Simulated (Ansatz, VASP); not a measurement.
# Ca2AlB2: VASP beside Ansatz

```
CELL_PARAMETERS angstrom
0.00000 0.00000 3.72805
3.98717 -2.64553 1.86402
3.98717 2.64553 -1.86402
ATOMIC_POSITIONS crystal
B 0.78980 0.71020 0.28980
B 0.21020 0.28980 0.71020
Ca 0.50000 0.71145 0.71145
Ca 0.50000 0.28855 0.28855
Al 0.00000 0.00000 0.00000
```

Alike in both runs: task single point; functional r2SCAN; k mesh 8 × 8 × 8; occupations gaussian, width 0.2734 eV; no spin polarisation.

|  | VASP | Ansatz |
| --- | --- | --- |
| version | VASP 6.6.1 | Ansatz 0.2.0 |
| potentials or method | VASP PAW PBE potentials, release 64 (B, Ca_sv, Al), cutoff 520 eV | PAW plane waves |
| valence electrons in the cell | 29 | 29 |

```tsv
	VASP	Ansatz	Ansatz less VASP
pressure (GPa)	6.7	6.3	-0.35
traceless stress, the component that is largest in VASP (GPa)	10.98	10.82	-0.158
rms of the force components (eV/Å)	0.461	0.465	+0.0037
```

VASP's potentials were made for PBE, not for r2SCAN. Atom by atom the forces differ by 0.004 eV/Å (rms over components). The functional is the same, so the differences come from potentials, cutoffs and numerics.
